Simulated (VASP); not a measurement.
# ZrTi3C4 (Pm-3m) in VASP: notebook

ZrTi3C4 is run at these levels: PBE; tasks: single point, relaxation of cell and atoms.

Program: VASP 6.6.1. These are calculated values, not measurements. Logs are shortened: lines on timing, memory, paths and dates and some standing lists are left out, and cuts for length are marked.

### Step 1. The cell of the first run

The structure is cubic, space group Pm-3m (No. 221). Conventional cell: a = 4.444 Å, b = 4.444 Å, c = 4.444 Å, α = 90.00°, β = 90.00°, γ = 90.00°. Zr (site symmetry m-3m) has 6 C at 2.22 Å within 2.9 Å. Ti (site symmetry 4/mmm) has 6 C at 2.22 Å within 2.9 Å. C (site symmetry 4/mmm) has 2 Zr at 2.22 Å and 4 Ti at 2.22 Å within 2.9 Å. Within 2.9 Å of C (site symmetry m-3m) lie 6 Ti at 2.22 Å.

### Step 2. Single point, PBE

INCAR reads:

```
SYSTEM = ZrTi3C4
  PREC = Accurate
  ENCUT = 520
  EDIFF = 1E-6
  ISMEAR = 0
  SIGMA = 0.1
  LREAL = .False.
  LASPH = .True.
  NELM = 100
  ALGO = Normal
  ISIF = 2
  LWAVE = .False.
  LCHARG = .False.
  GGA = PE
  NBANDS = 42
```

KPOINTS reads:

```
Automatic mesh
0
Gamma
  4 4 4
  0 0 0
```

POSCAR reads:

```
ZrTi3C4
1.0
    4.4440954567      0.0000000000      0.0000000000
    0.0000000000      4.4440954567      0.0000000000
    0.0000000000      0.0000000000      4.4440954567
Zr Ti C
1 3 4
Direct
    0.5000000000      0.5000000000      0.5000000000
    0.0000000000      0.0000000000      0.5000000000
    0.5000000000      0.0000000000      0.0000000000
    0.0000000000      0.5000000000      0.0000000000
    0.5000000000      0.5000000000      0.0000000000
    0.0000000000      0.5000000000      0.5000000000
    0.5000000000      0.0000000000      0.5000000000
    0.0000000000      0.0000000000      0.0000000000
```

Potentials or basis: VASP PAW PBE potentials, release 64 (Zr_sv, Ti_sv, C).

Launch:

```sh
$ cat potpaw_PBE.64/Zr_sv/POTCAR potpaw_PBE.64/Ti_sv/POTCAR potpaw_PBE.64/C/POTCAR > POTCAR
$ mpirun -np 1 vasp_std > vasp.out
```

OUTCAR:

```text
SYSTEM = ZrTi3C4
   PREC = Accurate
   ENCUT = 520
   EDIFF = 1E-6
   ISMEAR = 0
   LREAL = .False.
   LASPH = .True.
   NELM = 100
   ISIF = 2
   GGA = PE

 ion  position               nearest neighbor table
   1  0.500  0.500  0.500-   5 2.22   6 2.22   7 2.22   5 2.22   7 2.22   6 2.22   3 3.14   4 3.14
                             2 3.14   2 3.14   3 3.14   3 3.14   3 3.14   2 3.14   4 3.14   4 3.14
   2  0.000  0.000  0.500-   6 2.22   7 2.22   8 2.22   8 2.22   6 2.22   7 2.22   1 3.14   1 3.14
                             1 3.14   1 3.14
   3  0.500  0.000  0.000-   5 2.22   7 2.22   8 2.22   7 2.22   5 2.22   8 2.22   1 3.14   1 3.14
                             1 3.14   1 3.14
   4  0.000  0.500  0.000-   5 2.22   6 2.22   8 2.22   6 2.22   8 2.22   5 2.22   1 3.14   1 3.14
                             1 3.14   1 3.14
   5  0.500  0.500  0.000-   1 2.22   3 2.22   4 2.22   1 2.22   3 2.22   4 2.22
   6  0.000  0.500  0.500-   1 2.22   2 2.22   4 2.22   4 2.22   2 2.22   1 2.22
   7  0.500  0.000  0.500-   1 2.22   2 2.22   3 2.22   3 2.22   1 2.22   2 2.22
   8  0.000  0.000  0.000-   2 2.22   3 2.22   4 2.22   2 2.22   4 2.22   3 2.22

  LATTYP: Found a simple cubic cell.
 ALAT       =     4.4440954567

  Lattice vectors:

 A1 = (   4.4440954567,   0.0000000000,   0.0000000000)
 A2 = (   0.0000000000,   4.4440954567,   0.0000000000)
 A3 = (   0.0000000000,   0.0000000000,   4.4440954567)

Analysis of symmetry for initial positions (statically):
=====================================================================
 Subroutine PRICEL returns:
 Original cell was already a primitive cell.

 Routine SETGRP: Setting up the symmetry group for a
 simple cubic supercell.

 Subroutine GETGRP returns: Found 48 space group operations
 (whereof 48 operations were pure point group operations)
 out of a pool of 48 trial point group operations.

The static configuration has the point symmetry O_h .

Analysis of symmetry for dynamics (positions and initial velocities):
=====================================================================
 Subroutine PRICEL returns:
 Original cell was already a primitive cell.

 Routine SETGRP: Setting up the symmetry group for a
 simple cubic supercell.

 Subroutine GETGRP returns: Found 48 space group operations
 (whereof 48 operations were pure point group operations)
 out of a pool of 48 trial point group operations.

The dynamic configuration has the point symmetry O_h .

 Subroutine INISYM returns: Found 48 space group operations
 (whereof 48 operations are pure point group operations),
 and found     1 'primitive' translations

----------------------------------------------------------------------------------------

                                     Primitive cell

  volume of cell :      87.7708

  direct lattice vectors                    reciprocal lattice vectors
     4.444095457  0.000000000  0.000000000     0.225017669  0.000000000  0.000000000
     0.000000000  4.444095457  0.000000000     0.000000000  0.225017669  0.000000000
     0.000000000  0.000000000  4.444095457     0.000000000  0.000000000  0.225017669

  length of vectors
     4.444095457  4.444095457  4.444095457     0.225017669  0.225017669  0.225017669

  position of ions in fractional coordinates (direct lattice)
     0.500000000  0.500000000  0.500000000
     0.000000000  0.000000000  0.500000000
     0.500000000  0.000000000  0.000000000
     0.000000000  0.500000000  0.000000000
     0.500000000  0.500000000  0.000000000
     0.000000000  0.500000000  0.500000000
     0.500000000  0.000000000  0.500000000
     0.000000000  0.000000000  0.000000000

  ion indices of the primitive-cell ions
   primitive index   ion index
                 1           1
                 2           2
                 3           3
                 4           4
                 5           5
                 6           6
                 7           7
                 8           8

----------------------------------------------------------------------------------------

 KPOINTS: Automatic mesh

Automatic generation of k-mesh.
 Grid dimensions read from file:
 generate k-points for:    4    4    4

 Generating k-lattice:

  Cartesian coordinates                     Fractional coordinates (reciprocal lattice)
     0.056254417  0.000000000  0.000000000     0.250000000  0.000000000  0.000000000
     0.000000000  0.056254417  0.000000000     0.000000000  0.250000000  0.000000000
     0.000000000  0.000000000  0.056254417     0.000000000  0.000000000  0.250000000

  Length of vectors
     0.056254417  0.056254417  0.056254417

  Shift w.r.t. Gamma in fractional coordinates (k-lattice)
     0.000000000  0.000000000  0.000000000

 Subroutine IBZKPT returns following result:
 ===========================================

 Found     10 irreducible k-points:

 Following reciprocal coordinates:
            Coordinates               Weight
  0.000000  0.000000  0.000000      1.000000
  0.250000  0.000000  0.000000      6.000000
  0.500000  0.000000  0.000000      3.000000
  0.250000  0.250000  0.000000     12.000000
  0.500000  0.250000  0.000000     12.000000
  0.500000  0.500000  0.000000      3.000000
  0.250000  0.250000  0.250000      8.000000
  0.500000  0.250000  0.250000     12.000000
  0.500000  0.500000  0.250000      6.000000
  0.500000  0.500000  0.500000      1.000000
   k-points           NKPTS =     10   k-points in BZ     NKDIM =     10   number of bands    NBANDS=     42
   number of dos      NEDOS =    301   number of ions     NIONS =      8
   total plane-waves  NPLWV =  46656
   dimension x,y,z NGX =    36 NGY =   36 NGZ =   36
   dimension x,y,z NGXF=    72 NGYF=   72 NGZF=   72
   ions per type =               1   3   4
   NGX,Y,Z   is equivalent  to a cutoff of  13.47, 13.47, 13.47 a.u.
   NGXF,Y,Z  is equivalent  to a cutoff of  26.93, 26.93, 26.93 a.u.
 SYSTEM =  ZrTi3C4
   PREC   = accura    normal or accurate (medium, high low for compatibility)
   ISTART =      0    job   : 0-new  1-cont  2-samecut
   ICHARG =      2    charge: 1-file 2-atom 10-const
   ISPIN  =      1    spin polarized calculation?
   LNONCOLLINEAR =      F non collinear calculations
   LSORBIT =      F    spin-orbit coupling
   LASPH  =      T    aspherical Exc in radial PAW
   ENCUT  =  520.0 eV  38.22 Ry    6.18 a.u.   8.26  8.26  8.26*2*pi/ulx,y,z
   NELM   =    100;   NELMIN=  2; NELMDL= -5     # of ELM steps
   EDIFF  = 0.1E-05   stopping-criterion for ELM
   LREAL  =      F    real-space projection
   EDIFFG = 0.1E-04   stopping-criterion for IOM
   NSW    =      0    number of steps for IOM
   IBRION =     -1    ionic relax: 0-MD 1-quasi-New 2-CG
   NFREE  =      0    steps in history (QN), initial steepest desc. (CG)
   ISIF   =      2    stress and relaxation
   ISYM   =      2    0-nonsym 1-usesym 2-fastsym
   POTIM  = 0.5000    time-step for ionic-motion
   TEBEG  =    0.0;   TEEND  =   0.0 temperature during run
   PSTRESS=    0.0 pullay stress
   NELECT =      64.0000    total number of electrons
   NUPDOWN=      -1.0000    fix difference up-down
   EMIN   =  10.00;   EMAX   =-10.00  energy-range for DOS
   EFERMI =   0.00;   METHOD = LEGACY
   ISMEAR =     0;   SIGMA  =   0.10  broadening in eV -4-tet -1-fermi 0-gaus
   EFERMI_NEDOS =   21; number of points for ismear=-14 and -15
   IALGO  =     38    algorithm
   IMIX   =      4    mixing-type and parameters
     AMIX     =   0.40;   BMIX     =  1.00
     AMIX_MAG =   1.60;   BMIX_MAG =  1.00
  volume/ion in A,a.u.               =      10.97        74.04
  Fermi-wavevector in a.u.,A,eV,Ry     =   1.473504  2.784520 29.541177  2.171215
  Thomas-Fermi vector in A             =   2.588389
   LORBIT       =      0    0 simple, 1 ext, 2 COOP (PROOUT), +10 PAW based schemes
   GGA     = PE    functional components
   LHFCALC =     F    Hartree Fock is set to
   AEXX    =    0.0000 exact exchange contribution
   IVDW    =     0    specifies the selected vdW correction
   LEPSILON=     F    determine dielectric tensor
   LRPA    =     F    only Hartree local field effects (RPA)
 non-spin polarized calculation
 Gauss-broadening in eV      SIGMA  =   0.10
  energy-cutoff  :      520.00
  volume of cell :       87.77
 maximum number of plane-waves:      2392
 NGX is ok and might be reduce to    36
   NGX = 17   NGY = 17   NGZ = 17

 number of electron      63.9999980 magnetization

 Free energy of the ion-electron system (eV)
  ---------------------------------------------------
  ext. energy  EPLUGINS =         0.00000000
  ---------------------------------------------------
  free energy    TOTEN  =       -75.08276380 eV

  energy without entropy =      -75.07366135  energy(sigma->0) =      -75.07821258

 E-fermi :   9.2843     XC(G=0): -12.4795

 val. band max:        9.1106862691   @ k =   0.2500   0.0000   0.0000
 cond. band min:       9.3304133062   @ k =   0.2500   0.0000   0.0000
 fundamental gap:      0.2197270371
 Fermi energy:         9.2843380692

 k-point     1 :       0.0000    0.0000    0.0000
  band No.  band energies     occupation
      1     -47.4335      2.00000
      2     -47.3819      2.00000
      3     -47.3819      2.00000
      4     -38.1058      2.00000
      5     -23.7928      2.00000
      6     -23.7928      2.00000
[... 34 lines left out ...]
     41      11.7870      0.00000
     42      12.4378      0.00000

 k-point     2 :       0.2500    0.0000    0.0000
  band No.  band energies     occupation
      1     -47.4269      2.00000
      2     -47.3884      2.00000
      3     -47.3818      2.00000
      4     -38.1059      2.00000
      5     -23.7734      2.00000
      6     -23.7734      2.00000
[... 34 lines left out ...]
     41      12.5126      0.00000
     42      12.5634      0.00000

 k-point     3 :       0.5000    0.0000    0.0000
  band No.  band energies     occupation
      1     -47.4162      2.00000
      2     -47.3991      2.00000
      3     -47.3818      2.00000
      4     -38.1060      2.00000
      5     -23.7475      2.00000
      6     -23.7475      2.00000
[... 34 lines left out ...]
     41      12.4930      0.00000
     42      12.6991      0.00000

 k-point     4 :       0.2500    0.2500    0.0000
  band No.  band energies     occupation
      1     -47.4211      2.00000
      2     -47.3904      2.00000
      3     -47.3856      2.00000
      4     -38.1059      2.00000
      5     -23.7888      2.00000
      6     -23.7529      2.00000
[... 34 lines left out ...]
     41      12.5236      0.00000
     42      12.7498      0.00000

 k-point     5 :       0.5000    0.2500    0.0000
  band No.  band energies     occupation
      1     -47.4111      2.00000
      2     -47.3990      2.00000
      3     -47.3868      2.00000
      4     -38.1058      2.00000
      5     -23.7749      2.00000
      6     -23.7362      2.00000
[... 34 lines left out ...]
     41      12.7365      0.00000
     42      12.7924      0.00000

 k-point     6 :       0.5000    0.5000    0.0000
  band No.  band energies     occupation
      1     -47.3990      2.00000
      2     -47.3990      2.00000
      3     -47.3989      2.00000
      4     -38.1057      2.00000
      5     -23.7937      2.00000
      6     -23.7684      2.00000
[... 34 lines left out ...]
     41      12.9500      0.00000
     42      13.0185      0.00000

 k-point     7 :       0.2500    0.2500    0.2500
  band No.  band energies     occupation
      1     -47.4162      2.00000
      2     -47.3904      2.00000
      3     -47.3904      2.00000
      4     -38.1057      2.00000
      5     -23.8229      2.00000
      6     -23.7249      2.00000
[... 34 lines left out ...]
     41      12.5077      0.00000
     42      13.7825      0.00000

 k-point     8 :       0.5000    0.2500    0.2500
  band No.  band energies     occupation
      1     -47.4075      2.00000
      2     -47.3990      2.00000
      3     -47.3903      2.00000
      4     -38.1055      2.00000
      5     -23.8317      2.00000
      6     -23.7411      2.00000
[... 34 lines left out ...]
     41      12.6058      0.00000
     42      13.6143      0.00000

 k-point     9 :       0.5000    0.5000    0.2500
  band No.  band energies     occupation
      1     -47.3989      2.00000
      2     -47.3989      2.00000
      3     -47.3989      2.00000
      4     -38.1052      2.00000
      5     -23.8608      2.00000
      6     -23.7728      2.00000
[... 34 lines left out ...]
     41      12.8909      0.00000
     42      13.8619      0.00000

 k-point    10 :       0.5000    0.5000    0.5000
  band No.  band energies     occupation
      1     -47.3989      2.00000
      2     -47.3989      2.00000
      3     -47.3989      2.00000
      4     -38.1048      2.00000
      5     -23.9030      2.00000
      6     -23.7772      2.00000
[... 34 lines left out ...]
     41      13.1820      0.00000
     42      14.8726      0.00000

------------------------ aborting loop because EDIFF is reached ----------------------------------------

  FORCE on cell =-STRESS in cart. coord.  units (eV):
  Direction    XX          YY          ZZ          XY          YZ          ZX
  --------------------------------------------------------------------------------------
  -------------------------------------------------------------------------------------
  Total       -0.0127093     -0.0127093     -0.0127093      0.0000000     -0.0000000     -0.0000000
  in kB       -0.2319968     -0.2319968     -0.2319968      0.0000000     -0.0000000     -0.0000000
  external PRESSURE =      -0.2319968 kB  Pullay stress =       0.0000000 kB

 VOLUME and BASIS-vectors are now :
 -----------------------------------------------------------------------------
  energy-cutoff  :      520.00
  volume of cell :       87.77
      direct lattice vectors                 reciprocal lattice vectors
     4.444095457  0.000000000  0.000000000     0.225017669  0.000000000  0.000000000
     0.000000000  4.444095457  0.000000000     0.000000000  0.225017669  0.000000000
     0.000000000  0.000000000  4.444095457     0.000000000  0.000000000  0.225017669

 POSITION                                       TOTAL-FORCE (eV/Angst)
 -----------------------------------------------------------------------------------
      2.22205      2.22205      2.22205         0.000000      0.000000      0.000000
      0.00000      0.00000      2.22205         0.000000      0.000000      0.000000
      2.22205      0.00000      0.00000         0.000000      0.000000      0.000000
      0.00000      2.22205      0.00000         0.000000      0.000000      0.000000
      2.22205      2.22205      0.00000         0.000000      0.000000      0.000000
      0.00000      2.22205      2.22205         0.000000      0.000000      0.000000
      2.22205      0.00000      2.22205         0.000000      0.000000      0.000000
      0.00000      0.00000      0.00000         0.000000      0.000000      0.000000
 -----------------------------------------------------------------------------------
    total drift:                                0.000000      0.000000     -0.000000

  FREE ENERGIE OF THE ION-ELECTRON SYSTEM (eV)
  ---------------------------------------------------
  free  energy   TOTEN  =       -75.0827638048 eV

  energy  without entropy=      -75.0736613473  energy(sigma->0) =      -75.07821258
```

Wall time 58 s (1 thread of Intel Xeon 8259CL, shared host); peak memory 0.22 GiB.

Results:

* Free energy: -75.0828 eV
* Pressure: 0.0 GPa
* Band gap on the k mesh: zero (bands 32 and 33 overlap by 0.62 eV)

### Step 3. Single point, PBE

This run uses another cell than the first one, of 13.87 Å³/atom.

INCAR reads:

```
ALGO = Normal ; EDIFF = 1E-6
ENCUT = 520 ; GGA = PE
ISIF = 2 ; ISMEAR = 0
LASPH = True ; LCHARG = True
LELF = True ; LREAL = False
LVHAR = True ; LWAVE = False
NBANDS = 42 ; NELM = 100
PREC = Accurate ; SIGMA = 0.1
```

KPOINTS reads:

```
k-points
0
Gamma
  4 4 4
```

Edit POSCAR of step 2 so:

```diff
@@ -2,5 +2,5 @@
 1.0
-    4.4440954567      0.0000000000      0.0000000000
-    0.0000000000      4.4440954567      0.0000000000
-    0.0000000000      0.0000000000      4.4440954567
+    4.8054145400      0.0000000000      0.0000000000
+    0.0000000000      4.8054145400      0.0000000000
+    0.0000000000      0.0000000000      4.8054145400
 Zr Ti C
```

Potentials or basis: VASP PAW PBE potentials, release 64 (Zr_sv, Ti_sv, C).

Launch:

```sh
$ cat potpaw_PBE.64/Zr_sv/POTCAR potpaw_PBE.64/Ti_sv/POTCAR potpaw_PBE.64/C/POTCAR > POTCAR
$ mpirun -np 1 vasp_std > vasp.out
```

It took 76 s on 1 thread of Intel Xeon 8259CL, shared host; peak memory 0.22 GiB.

Results (log left out):

```
Free energy            : -72.0631 eV
Pressure               : -34.3 GPa
Band gap on the k mesh : zero (bands 32 and 33 overlap by 0.33 eV)
```

Levels at points of the mesh, in eV from the Fermi level:
```csv
k point,band 29,band 30,band 31,band 32,band 33,band 34,band 35,band 36
"(0.00, 0.00, 0.00)",-0.24,0.08,0.08,0.08,0.62,0.62,0.62,1.24
"(0.50, 0.00, 0.00)",-0.32,-0.32,-0.26,-0.26,-0.25,-0.25,1.41,1.84
"(0.50, 0.50, 0.00)",-1.85,-1.85,-1.83,-1.65,1.39,1.44,1.82,1.82
"(0.50, 0.50, 0.50)",-2.11,-2.05,-2.05,-2.05,1.87,1.87,1.87,1.98
```

Caveat: the cell stands under tension.

### Step 4. Single point, PBE

INCAR reads:

```
PREC     = Accurate       # precision mode
ENCUT    = 520            # plane-wave cutoff, eV
EDIFF    = 1E-7           # SCF threshold, eV
ISMEAR   = 0              # smearing method
SIGMA    = 0.1            # smearing width, eV
LREAL    = False          # projectors in reciprocal space
LASPH    = True           # aspherical terms in the spheres
NELM     = 60             # most SCF steps
ALGO     = Normal         # electronic algorithm
ISIF     = 2              # what is computed and relaxed
LWAVE    = False          # write WAVECAR
LCHARG   = True           # write CHGCAR
GGA      = PE             # functional
LELF     = True           # ELF
LVHAR    = True         
NBANDS   = 42             # bands
```

KPOINTS reads:

```
regular mesh
0
Gamma
  8 8 8
```

Edit POSCAR of step 3 so:

```diff
@@ -2,5 +2,5 @@
 1.0
-    4.8054145400      0.0000000000      0.0000000000
-    0.0000000000      4.8054145400      0.0000000000
-    0.0000000000      0.0000000000      4.8054145400
+    4.4440954567      0.0000000000      0.0000000000
+    0.0000000000      4.4440954567      0.0000000000
+    0.0000000000      0.0000000000      4.4440954567
 Zr Ti C
```

Launch:

```sh
$ cat potpaw_PBE.64/Zr_sv/POTCAR potpaw_PBE.64/Ti_sv/POTCAR potpaw_PBE.64/C/POTCAR > POTCAR
$ mpirun -np 1 vasp_std > vasp.out
```

Run time: 3.9 min. Hardware: 1 thread of Intel Xeon 8259CL, shared host; peak memory 0.27 GiB.

Results (log left out):

```yaml
Free_energy: -74.9834 eV
Pressure: 0.3 GPa
Band_gap_on_the_k_mesh: zero (bands 32 and 33 overlap by 0.66 eV)
```

Levels at points of the mesh, in eV from the Fermi level:
| k point | band 29 | band 30 | band 31 | band 32 | band 33 | band 34 | band 35 | band 36 |
| --- | --- | --- | --- | --- | --- | --- | --- | --- |
| (0.00, 0.00, 0.00) | -0.30 | 0.32 | 0.32 | 0.32 | 0.71 | 0.71 | 0.71 | 1.42 |
| (0.50, 0.00, 0.00) | -0.63 | -0.56 | -0.47 | -0.47 | -0.30 | -0.30 | 1.95 | 2.54 |
| (0.50, 0.50, 0.00) | -2.44 | -2.42 | -2.42 | -1.85 | 1.85 | 1.94 | 2.42 | 2.42 |
| (0.50, 0.50, 0.50) | -2.79 | -2.74 | -2.74 | -2.74 | 2.62 | 2.62 | 2.62 | 2.74 |

(Continued in part 2 of 2.)
